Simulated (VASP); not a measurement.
## CaO: single point with PBE+D4

The system is CaO.

```
CELL_PARAMETERS angstrom
0.00000 2.40010 2.40010
2.40010 0.00000 2.40010
2.40010 2.40010 0.00000
ATOMIC_POSITIONS crystal
Ca 0.00000 0.00000 0.00000
O 0.50000 0.50000 0.50000
```

* Program: VASP 6.6.1
* Task: single point
* Functional: PBE
* Dispersion: D4
* Potentials or basis: VASP PAW PBE potentials, release 64 (Ca_sv, O)
* Cutoff: 520 eV
* k mesh: 10 × 10 × 10
* Occupations: fermi-dirac, width 0.05 eV
* Spin: no spin polarisation
* Dipole correction: no
* Further INCAR settings: ALGO = Normal; EDIFF = 1e-06; NBANDS = 15

| Property | Result |
| --- | --- |
| Pressure | 0.6 GPa |
| Band gap on the k mesh | 3.63 eV, indirect (least direct gap 4.01 eV) |
| Dispersion energy per atom | -0.164 eV |

Levels at points of the mesh, in eV from the valence-band top:
```tsv
k point	band 4	band 5	band 6	band 7	band 8	band 9	band 10	band 11	band 12	band 13
(0.00, 0.00, 0.00)	-18.38	-15.54	0.00	0.00	0.00	4.74	6.23	6.23	6.23	7.75
(0.50, 0.00, 0.00)	-18.44	-14.33	-2.65	-1.21	-1.21	7.07	8.38	8.38	8.53	10.45
(0.50, 0.50, 0.00)	-18.61	-15.30	-1.30	-0.37	-0.37	3.63	8.07	8.91	9.56	9.56
```

Run time: 17 s on 1 thread of Intel(R) Xeon(R) Platinum 8375C CPU @ 2.90GHz (Ice Lake) (shared host), peak memory 0.17 GiB.

A k mesh can miss the band edges. A hybrid or GW would open this gap; PBE tends to underestimate it.
